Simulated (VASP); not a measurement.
Runs of VASP 6.6.1 on Si. The structure is that of space group P6/mmm (No. 191), or close to it. The cells are those of the table. This isn't the form of Si at room conditions, which is diamond.

| cell | gap on the mesh (eV) | pressure (GPa) |
| --- | --- | --- |
| a = 2.585, b = 2.585, c = 2.427 Å, angles 90.0, 90.0, 120.0°, 1 atom | none | (b) |
| a = 2.510, b = 2.510, c = 2.357 Å, angles 90.0, 90.0, 120.0°, 1 atom | none | 27.4 |
| a = 2.560, b = 2.560, c = 2.404 Å, angles 90.0, 90.0, 120.0°, 1 atom | none | 16.6 |
| a = 2.484, b = 2.484, c = 2.333 Å, angles 90.0, 90.0, 120.0°, 1 atom | none | 34.3 |
| a = 2.535, b = 2.535, c = 2.381 Å, angles 90.0, 90.0, 120.0°, 1 atom | none | (a) |

Alike in all rows: task single point; level b88 exchange, pbesol correlation; potentials or basis VASP PAW PBE potentials, release 64 (Si); no spin polarisation; k mesh 15 × 15 × 14; cutoff (eV) 500; smearing gaussian 0.01 eV.

Question: Fill in the values left out.

Answer: (a) 21.6; (b) 12.0.

Caveats: the cell stands under pressure; the PAW data sets were made with another functional, which shifts forces and pressure a little.

A gap of «none» marks levels without a gap at the run's occupations.
